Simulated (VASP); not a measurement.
# ZrO2 (Fm-3m) in VASP: further runs

Runs on ZrO2. Level: PBE+D3(BJ). Tasks: single point.

All numbers are computed with VASP 6.6.1; they aren't measurements. Logs are shortened: lines on timing, memory, paths and dates and some standing lists are left out, and cuts for length are marked.

## Step 1: The cell of the first run

Symmetry: Fm-3m, No. 225, cubic system. The conventional cell has a = 4.876 Å, b = 4.876 Å, c = 4.876 Å, α = 90.00°, β = 90.00°, γ = 90.00°. Within 2.8 Å of Zr (site symmetry m-3m) lie 8 O at 2.11 Å. O (site symmetry -43m) has 4 Zr at 2.11 Å and 6 O at 2.44 Å within 2.8 Å.

## Step 2: Single point, PBE+D3(BJ) (volume scaled by 0.88)

Contents of INCAR:

```
  PREC = Accurate
  ENCUT = 600
  EDIFF = 1E-6
  ISMEAR = 0
  SIGMA = 0.02
  LREAL = False
  LASPH = True
  NELM = 120
  ALGO = Normal
  ISIF = 2
  LWAVE = False
  LCHARG = False
  GGA = PE
  IVDW = 12
  NBANDS = 19
  GGA_COMPAT = False
```

Contents of KPOINTS:

```
regular mesh
0
Gamma
  8 8 8
```

Contents of POSCAR:

```
ZrO2
1.0
    0.0000000000      2.4377543768      2.4377543768
    2.4377543768      0.0000000000      2.4377543768
    2.4377543768      2.4377543768      0.0000000000
Zr O
1 2
Direct
    0.5000000000      0.5000000000      0.5000000000
    0.7500000000      0.7500000000      0.7500000000
    0.2500000000      0.2500000000      0.2500000000
```

Potentials or basis: VASP PAW PBE potentials, release 64 (Zr_sv, O).

On the command line:

```bash
$ cat potpaw_PBE.64/Zr_sv/POTCAR potpaw_PBE.64/O/POTCAR > POTCAR
$ mpirun -np 1 vasp_std > vasp.out
```

OUTCAR:

```text
PREC = Accurate
   ENCUT = 600
   EDIFF = 1E-6
   ISMEAR = 0
   LREAL = False
   LASPH = True
   NELM = 120
   ISIF = 2
   GGA = PE
   IVDW = 12
 IVDW          = 12

 ion  position               nearest neighbor table
   1  0.500  0.500  0.500-   3 2.11   3 2.11   3 2.11   2 2.11   3 2.11   2 2.11   2 2.11   2 2.11

   2  0.750  0.750  0.750-   1 2.11   1 2.11   1 2.11   1 2.11
   3  0.250  0.250  0.250-   1 2.11   1 2.11   1 2.11   1 2.11

  LATTYP: Found a face centered cubic cell.
 ALAT       =     4.8755087536

  Lattice vectors:

 A1 = (   0.0000000000,   2.4377543768,   2.4377543768)
 A2 = (   2.4377543768,   0.0000000000,   2.4377543768)
 A3 = (   2.4377543768,   2.4377543768,   0.0000000000)

Analysis of symmetry for initial positions (statically):
=====================================================================
 Subroutine PRICEL returns:
 Original cell was already a primitive cell.

 Routine SETGRP: Setting up the symmetry group for a
 face centered cubic supercell.

 Subroutine GETGRP returns: Found 48 space group operations
[... 9 lines left out ...]

 Routine SETGRP: Setting up the symmetry group for a
 face centered cubic supercell.

 Subroutine GETGRP returns: Found 48 space group operations
[... 11 lines left out ...]
                                     Primitive cell

  volume of cell :      28.9734

  direct lattice vectors                    reciprocal lattice vectors
     0.000000000  2.437754377  2.437754377    -0.205106800  0.205106800  0.205106800
     2.437754377  0.000000000  2.437754377     0.205106800 -0.205106800  0.205106800
     2.437754377  2.437754377  0.000000000     0.205106800  0.205106800 -0.205106800

  length of vectors
     3.447505301  3.447505301  3.447505301     0.355255399  0.355255399  0.355255399

  position of ions in fractional coordinates (direct lattice)
     0.500000000  0.500000000  0.500000000
     0.750000000  0.750000000  0.750000000
     0.250000000  0.250000000  0.250000000

  ion indices of the primitive-cell ions
   primitive index   ion index
                 1           1
                 2           2
                 3           3

----------------------------------------------------------------------------------------

 KPOINTS: regular mesh

Automatic generation of k-mesh.
 Grid dimensions read from file:
 generate k-points for:    8    8    8

 Generating k-lattice:

  Cartesian coordinates                     Fractional coordinates (reciprocal lattice)
[... 56 lines left out ...]
   LSORBIT =      F    spin-orbit coupling
   LASPH  =      T    aspherical Exc in radial PAW
   ENCUT  =  600.0 eV  44.10 Ry    6.64 a.u.   6.89  6.89  6.89*2*pi/ulx,y,z
   NELM   =    120;   NELMIN=  2; NELMDL= -5     # of ELM steps
   EDIFF  = 0.1E-05   stopping-criterion for ELM
   LREAL  =      F    real-space projection
   EDIFFG = 0.1E-04   stopping-criterion for IOM
   NSW    =      0    number of steps for IOM
   IBRION =     -1    ionic relax: 0-MD 1-quasi-New 2-CG
   NFREE  =      0    steps in history (QN), initial steepest desc. (CG)
   ISIF   =      2    stress and relaxation
   ISYM   =      2    0-nonsym 1-usesym 2-fastsym
   POTIM  = 0.5000    time-step for ionic-motion
   TEBEG  =    0.0;   TEEND  =   0.0 temperature during run
   PSTRESS=    0.0 pullay stress
   NELECT =      24.0000    total number of electrons
   NUPDOWN=      -1.0000    fix difference up-down
   EMIN   =  10.00;   EMAX   =-10.00  energy-range for DOS
   EFERMI =   0.00;   METHOD = LEGACY
   ISMEAR =     0;   SIGMA  =   0.02  broadening in eV -4-tet -1-fermi 0-gaus
   EFERMI_NEDOS =   21; number of points for ismear=-14 and -15
   IALGO  =     38    algorithm
   IMIX   =      4    mixing-type and parameters
     AMIX     =   0.40;   BMIX     =  1.00
     AMIX_MAG =   1.60;   BMIX_MAG =  1.00
  volume/ion in A,a.u.               =       9.66        65.17
  Fermi-wavevector in a.u.,A,eV,Ry     =   1.537489  2.905433 32.162430  2.363872
  Thomas-Fermi vector in A             =   2.643990
   LORBIT       =      0    0 simple, 1 ext, 2 COOP (PROOUT), +10 PAW based schemes
   GGA     = PE    functional components
   LHFCALC =     F    Hartree Fock is set to
   AEXX    =    0.0000 exact exchange contribution
   IVDW    =    12    specifies the selected vdW correction
   LEPSILON=     F    determine dielectric tensor
   LRPA    =     F    only Hartree local field effects (RPA)
 non-spin polarized calculation
 Gauss-broadening in eV      SIGMA  =   0.02
  energy-cutoff  :      600.00
  volume of cell :       28.97
 maximum number of plane-waves:       982
   NGX = 13   NGY = 13   NGZ = 13

 number of electron      24.0000005 magnetization

 Free energy of the ion-electron system (eV)
  ---------------------------------------------------
  ext. energy  EPLUGINS =         0.00000000
  ---------------------------------------------------
  free energy    TOTEN  =       -27.98220923 eV

  energy without entropy =      -27.98220923  energy(sigma->0) =      -27.98220923

 E-fermi :   8.9235     XC(G=0): -12.4939

 val. band max:        8.7597839051   @ k =   0.5000   0.5000   0.0000
 cond. band min:      12.4533639956   @ k =   0.0000   0.0000   0.0000
 fundamental gap:      3.6935800906
 Fermi energy:         8.9234878686

 k-point     1 :       0.0000    0.0000    0.0000
  band No.  band energies     occupation
      1     -38.7407      2.00000
      2     -16.5642      2.00000
      3     -16.5642      2.00000
      4     -16.5642      2.00000
      5     -10.0574      2.00000
      6      -7.0268      2.00000
[... 505 lines left out ...]
      6      -7.4412      2.00000
[... 11 lines left out ...]
     18      20.2076      0.00000
     19      25.4311      0.00000

 [... further k-points ...]

------------------------ aborting loop because EDIFF is reached ----------------------------------------

 Edisp (eV)   -0.91669

 E8    (eV) :    -0.3926

  FORCE on cell =-STRESS in cart. coord.  units (eV):
  Direction    XX          YY          ZZ          XY          YZ          ZX
  --------------------------------------------------------------------------------------
  -------------------------------------------------------------------------------------
  Total       7.43998     7.43998     7.43998    -0.00000    -0.00000     0.00000
  in kB     411.41706   411.41706   411.41706    -0.00000    -0.00000     0.00000
  external pressure =      411.42 kB  Pullay stress =        0.00 kB

 VOLUME and BASIS-vectors are now :
 -----------------------------------------------------------------------------
  energy-cutoff  :      600.00
  volume of cell :       28.97
      direct lattice vectors                 reciprocal lattice vectors
     0.000000000  2.437754377  2.437754377    -0.205106800  0.205106800  0.205106800
     2.437754377  0.000000000  2.437754377     0.205106800 -0.205106800  0.205106800
     2.437754377  2.437754377  0.000000000     0.205106800  0.205106800 -0.205106800

 POSITION                                       TOTAL-FORCE (eV/Angst)
 -----------------------------------------------------------------------------------
      2.43775      2.43775      2.43775         0.000000      0.000000     -0.000000
      3.65663      3.65663      3.65663         0.000000      0.000000      0.000000
      1.21888      1.21888      1.21888        -0.000000     -0.000000     -0.000000
 -----------------------------------------------------------------------------------
    total drift:                                0.000000      0.000000      0.000000

  FREE ENERGIE OF THE ION-ELECTRON SYSTEM (eV)
  ---------------------------------------------------
  free  energy   TOTEN  =       -28.8989022025 eV

  energy  without entropy=      -28.8989022025  energy(sigma->0) =      -28.89890220
```

Run time: 9.4 s. Hardware: 1 thread of Intel Xeon 6975P-C (Granite Rapids), shared host; peak memory 0.18 GiB.

What came out:

```
Free energy                : -28.8989 eV
Pressure                   : 41.1 GPa
Band gap on the k mesh     : 3.69 eV, indirect (least direct gap 4.27 eV)
Dispersion energy per atom : -0.306 eV
```

Levels at points of the mesh, in eV from the valence-band top:
| k point | band 10 | band 11 | band 12 | band 13 | band 14 | band 15 |
| --- | --- | --- | --- | --- | --- | --- |
| (0.00, 0.00, 0.00) | -0.58 | -0.58 | -0.58 | 3.69 | 3.69 | 7.56 |
| (0.50, 0.00, 0.00) | -2.58 | -1.73 | -1.73 | 4.51 | 4.51 | 7.35 |
| (0.50, 0.50, 0.00) | -1.71 | -1.71 | 0.00 | 4.27 | 5.45 | 7.08 |

Caveat: the cell differs from its parent crystal (volume scaled by 0.88). A k mesh can miss the band edges.

## Step 3: Single point, PBE+D3(BJ) (volume scaled by 0.91)

Contents of INCAR:

```
SYSTEM = ZrO2
ALGO = Normal
EDIFF = 1E-6
ENCUT = 600
GGA = PE
GGA_COMPAT = .FALSE.
ISIF = 2
ISMEAR = 0
IVDW = 12
LASPH = .TRUE.
LCHARG = .FALSE.
LREAL = .FALSE.
LWAVE = .FALSE.
NBANDS = 19
NELM = 120
PREC = Accurate
SIGMA = 0.02
```

Contents of KPOINTS:

```
k-points
0
G
  8 8 8
  0 0 0
```

Contents of POSCAR:

```
ZrO2
1.0
    0.0000000000      2.4651471682      2.4651471682
    2.4651471682      0.0000000000      2.4651471682
    2.4651471682      2.4651471682      0.0000000000
Zr O
1 2
Direct
    0.5000000000      0.5000000000      0.5000000000
    0.7500000000      0.7500000000      0.7500000000
    0.2500000000      0.2500000000      0.2500000000
```

Potentials or basis: VASP PAW PBE potentials, release 64 (Zr_sv, O).

On the command line:

```bash
$ cat potpaw_PBE.64/Zr_sv/POTCAR potpaw_PBE.64/O/POTCAR > POTCAR
$ mpirun -np 1 vasp_std > vasp.out
```

Run time: 9.6 s. Hardware: 1 thread of Intel Xeon 6975P-C (Granite Rapids), shared host; peak memory 0.17 GiB.

Results (log left out):

- Free energy: -29.1154 eV
- Pressure: 28.3 GPa
- Band gap on the k mesh: 3.61 eV, indirect (least direct gap 4.15 eV)
- Dispersion energy per atom: -0.295 eV

Levels at points of the mesh, in eV from the valence-band top:
```
           k point  band 9  band 10  band 11  band 12  band 13  band 14  band 15  band 16
(0.00, 0.00, 0.00)   -5.81    -0.57    -0.57    -0.57     3.61     3.61     7.30    10.58
(0.50, 0.00, 0.00)   -2.70    -2.56    -1.71    -1.71     4.37     4.37     7.01     9.33
(0.50, 0.50, 0.00)   -3.29    -1.65    -1.65     0.00     4.15     5.26     6.74     8.14
```

Caveat: the cell differs from its parent crystal (volume scaled by 0.91). A k mesh can miss the band edges.

## Step 4: Single point, PBE+D3(BJ) (volume scaled by 0.94)

Contents of INCAR:

```
ALGO = Normal
EDIFF = 1E-6
ENCUT = 600
GGA = PE
GGA_COMPAT = False
ISIF = 2
ISMEAR = 0
IVDW = 12
LASPH = True
LCHARG = False
LREAL = False
LWAVE = False
NBANDS = 19
NELM = 120
PREC = Accurate
SIGMA = 0.02
```

Contents of KPOINTS:

```
k-points
0
Gamma
  8 8 8
```

Contents of POSCAR:

```
ZrO2
1.0
    0.0000000000      2.4919443455      2.4919443455
    2.4919443455      0.0000000000      2.4919443455
    2.4919443455      2.4919443455      0.0000000000
Zr O
1 2
Direct
    0.5000000000      0.5000000000      0.5000000000
    0.7500000000      0.7500000000      0.7500000000
    0.2500000000      0.2500000000      0.2500000000
```

Potentials or basis: VASP PAW PBE potentials, release 64 (Zr_sv, O).

On the command line:

```bash
$ cat potpaw_PBE.64/Zr_sv/POTCAR potpaw_PBE.64/O/POTCAR > POTCAR
$ mpirun -np 1 vasp_std > vasp.out
```

OUTCAR:

```text
EDIFF = 1E-6
   ENCUT = 600
   GGA = PE
   ISIF = 2
   ISMEAR = 0
   IVDW = 12
   LASPH = True
   LREAL = False
   NELM = 120
   PREC = Accurate
 IVDW          = 12

 ion  position               nearest neighbor table
   1  0.500  0.500  0.500-   3 2.16   3 2.16   2 2.16   2 2.16   3 2.16   2 2.16   3 2.16   2 2.16

   2  0.750  0.750  0.750-   1 2.16   1 2.16   1 2.16   1 2.16
   3  0.250  0.250  0.250-   1 2.16   1 2.16   1 2.16   1 2.16

  LATTYP: Found a face centered cubic cell.
 ALAT       =     4.9838886910

  Lattice vectors:

 A1 = (   0.0000000000,   2.4919443455,   2.4919443455)
 A2 = (   2.4919443455,   0.0000000000,   2.4919443455)
 A3 = (   2.4919443455,   2.4919443455,   0.0000000000)

Analysis of symmetry for initial positions (statically):
=====================================================================
 Subroutine PRICEL returns:
 Original cell was already a primitive cell.

 Routine SETGRP: Setting up the symmetry group for a
 face centered cubic supercell.

[... 164 lines left out ...]
  free energy    TOTEN  =       -28.40293655 eV

  energy without entropy =      -28.40293655  energy(sigma->0) =      -28.40293655

 E-fermi :   8.1219     XC(G=0): -12.1266

 val. band max:        7.9546209756   @ k =   0.5000   0.5000   0.0000
 cond. band min:      11.4798800504   @ k =   0.0000   0.0000   0.0000
 fundamental gap:      3.5252590749
 Fermi energy:         8.1218867611

 k-point     1 :       0.0000    0.0000    0.0000
  band No.  band energies     occupation
      1     -39.8377      2.00000
      2     -17.6638      2.00000
      3     -17.6638      2.00000
      4     -17.6638      2.00000
      5     -10.5455      2.00000
      6      -7.7558      2.00000
[... 505 lines left out ...]
      6      -8.2797      2.00000
[... 11 lines left out ...]
     18      18.9942      0.00000
     19      23.5396      0.00000

 [... further k-points ...]

------------------------ aborting loop because EDIFF is reached ----------------------------------------

 Edisp (eV)   -0.85566

 E8    (eV) :    -0.3660

  FORCE on cell =-STRESS in cart. coord.  units (eV):
  Direction    XX          YY          ZZ          XY          YZ          ZX
  --------------------------------------------------------------------------------------
  -------------------------------------------------------------------------------------
  Total       3.35559     3.35559     3.35559    -0.00000     0.00000    -0.00000
  in kB     173.71380   173.71380   173.71380    -0.00000     0.00000    -0.00000
  external pressure =      173.71 kB  Pullay stress =        0.00 kB

 VOLUME and BASIS-vectors are now :
 -----------------------------------------------------------------------------
  energy-cutoff  :      600.00
  volume of cell :       30.95
      direct lattice vectors                 reciprocal lattice vectors
     0.000000000  2.491944345  2.491944345    -0.200646536  0.200646536  0.200646536
     2.491944345  0.000000000  2.491944345     0.200646536 -0.200646536  0.200646536
     2.491944345  2.491944345  0.000000000     0.200646536  0.200646536 -0.200646536

 POSITION                                       TOTAL-FORCE (eV/Angst)
 -----------------------------------------------------------------------------------
      2.49194      2.49194      2.49194        -0.000000     -0.000000      0.000000
      3.73792      3.73792      3.73792        -0.000000     -0.000000     -0.000000
      1.24597      1.24597      1.24597         0.000000      0.000000      0.000000
 -----------------------------------------------------------------------------------
    total drift:                                0.000000      0.000000      0.000000

  FREE ENERGIE OF THE ION-ELECTRON SYSTEM (eV)
  ---------------------------------------------------
  free  energy   TOTEN  =       -29.2585962051 eV

  energy  without entropy=      -29.2585962051  energy(sigma->0) =      -29.25859621
```

Run time: 9.8 s. Hardware: 1 thread of Intel Xeon 6975P-C (Granite Rapids), shared host; peak memory 0.17 GiB.

Results:

```
Free energy                : -29.2586 eV
Pressure                   : 17.4 GPa
Band gap on the k mesh     : 3.53 eV, indirect (least direct gap 4.03 eV)
Dispersion energy per atom : -0.285 eV
```

Levels at points of the mesh, in eV from the valence-band top:
```csv
k point,band 10,band 11,band 12,band 13,band 14,band 15
"(0.00, 0.00, 0.00)",-0.55,-0.55,-0.55,3.53,3.53,7.06
"(0.50, 0.00, 0.00)",-2.53,-1.69,-1.69,4.25,4.25,6.68
"(0.50, 0.50, 0.00)",-1.60,-1.60,0.00,4.03,5.08,6.42
```

Caveat: the cell differs from its parent crystal (volume scaled by 0.94). A k mesh can miss the band edges.

## Step 5: Single point, PBE+D3(BJ)

This run uses another cell than the first one, of 10.97 Å³/atom, 1.136 times its volume.

Contents of INCAR:

```
SYSTEM = ZrO2
PREC = Accurate ; ENCUT = 600
EDIFF = 1E-6 ; ISMEAR = 0
SIGMA = 0.02 ; LREAL = .False.
LASPH = .True. ; NELM = 120
ALGO = Normal ; ISIF = 2
LWAVE = .False. ; LCHARG = .False.
GGA = PE ; IVDW = 12
NBANDS = 19 ; GGA_COMPAT = .False.
```

Contents of KPOINTS:

```
Automatic mesh
0
Gamma
  8 8 8
  0 0 0
```

Contents of POSCAR:

```
ZrO2
1.0
    0.0000000000      2.5438747277      2.5438747277
    2.5438747277      0.0000000000      2.5438747277
    2.5438747277      2.5438747277      0.0000000000
Zr O
1 2
Direct
    0.5000000000      0.5000000000      0.5000000000
    0.7500000000      0.7500000000      0.7500000000
    0.2500000000      0.2500000000      0.2500000000
```

On the command line:

```bash
$ cat potpaw_PBE.64/Zr_sv/POTCAR potpaw_PBE.64/O/POTCAR > POTCAR
$ mpirun -np 1 vasp_std > vasp.out
```

It took 13 s on 1 thread of Intel Xeon 6975P-C (Granite Rapids), shared host; peak memory 0.18 GiB.

It converged, with:

```
Free energy                : -29.3668 eV
Pressure                   : 0.1 GPa
Band gap on the k mesh     : 3.36 eV, indirect (least direct gap 3.80 eV)
Dispersion energy per atom : -0.267 eV
```

Levels at points of the mesh, in eV from the valence-band top:
```
           k point  band 9  band 10  band 11  band 12  band 13  band 14  band 15  band 16
(0.00, 0.00, 0.00)   -5.24    -0.53    -0.53    -0.53     3.36     3.36     6.59     9.38
(0.50, 0.00, 0.00)   -2.53    -2.47    -1.64    -1.64     4.00     4.00     6.10     8.48
(0.50, 0.50, 0.00)   -3.15    -1.51    -1.51     0.00     3.80     4.75     5.84     7.29
```

## Step 6: Single point, PBE+D3(BJ) (volume scaled by 0.97)

Contents of INCAR:

```
SYSTEM = ZrO2
PREC = Accurate
ENCUT = 600
EDIFF = 1E-6
ISMEAR = 0
SIGMA = 0.02
LREAL = .FALSE.
LASPH = .TRUE.
NELM = 120
ALGO = Normal
ISIF = 2
LWAVE = .FALSE.
LCHARG = .FALSE.
GGA = PE
IVDW = 12
NBANDS = 19
GGA_COMPAT = .FALSE.
```

Contents of KPOINTS:

```
Automatic mesh
0
G
  8 8 8
  0 0 0
```

Contents of POSCAR:

```
ZrO2
1.0
    0.0000000000      2.5181772664      2.5181772664
    2.5181772664      0.0000000000      2.5181772664
    2.5181772664      2.5181772664      0.0000000000
Zr O
1 2
Direct
    0.5000000000      0.5000000000      0.5000000000
    0.7500000000      0.7500000000      0.7500000000
    0.2500000000      0.2500000000      0.2500000000
```

Potentials or basis: VASP PAW PBE potentials, release 64 (Zr_sv, O).

On the command line:

```bash
$ cat potpaw_PBE.64/Zr_sv/POTCAR potpaw_PBE.64/O/POTCAR > POTCAR
$ mpirun -np 1 vasp_std > vasp.out
```

It took 10 s on 1 thread of Intel Xeon 6975P-C (Granite Rapids), shared host; peak memory 0.17 GiB.

The run converged. Its results:

| Property | Result |
| --- | --- |
| Free energy | -29.3394 eV |
| Pressure | 8.0 GPa |
| Band gap on the k mesh | 3.44 eV, indirect (least direct gap 3.91 eV) |
| Dispersion energy per atom | -0.276 eV |

Levels at points of the mesh, in eV from the valence-band top:
| k point | band 8 | band 9 | band 10 | band 11 | band 12 | band 13 | band 14 | band 15 | band 16 | band 17 |
| --- | --- | --- | --- | --- | --- | --- | --- | --- | --- | --- |
| (0.00, 0.00, 0.00) | -5.42 | -5.42 | -0.54 | -0.54 | -0.54 | 3.44 | 3.44 | 6.82 | 9.76 | 9.76 |
| (0.50, 0.00, 0.00) | -4.37 | -2.59 | -2.50 | -1.67 | -1.67 | 4.12 | 4.12 | 6.38 | 8.80 | 8.80 |
| (0.50, 0.50, 0.00) | -3.20 | -3.20 | -1.56 | -1.56 | 0.00 | 3.91 | 4.91 | 6.12 | 7.56 | 7.56 |

Caveat: the cell differs from its parent crystal (volume scaled by 0.97). A k mesh can miss the band edges.

## Step 7: Summary

```csv
cell,gap on the mesh (eV),pressure (GPa)
"a = 3.448 Å, angles 60.0°, 3 atoms",3.69,41.1
"a = 3.486 Å, angles 60.0°, 3 atoms",3.61,28.3
"a = 3.524 Å, angles 60.0°, 3 atoms",3.53,17.4
"a = 3.598 Å, angles 60.0°, 3 atoms",3.36,0.1
"a = 3.561 Å, angles 60.0°, 3 atoms",3.44,8.0
```

Alike in all rows: task single point; level PBE+D3(BJ); potentials or basis VASP PAW PBE potentials, release 64 (Zr_sv, O); no spin polarisation; k mesh 8 × 8 × 8; cutoff (eV) 600; smearing gaussian 0.02 eV.

Total energies depend on the potentials used, so only differences within one code and one set of settings carry meaning.
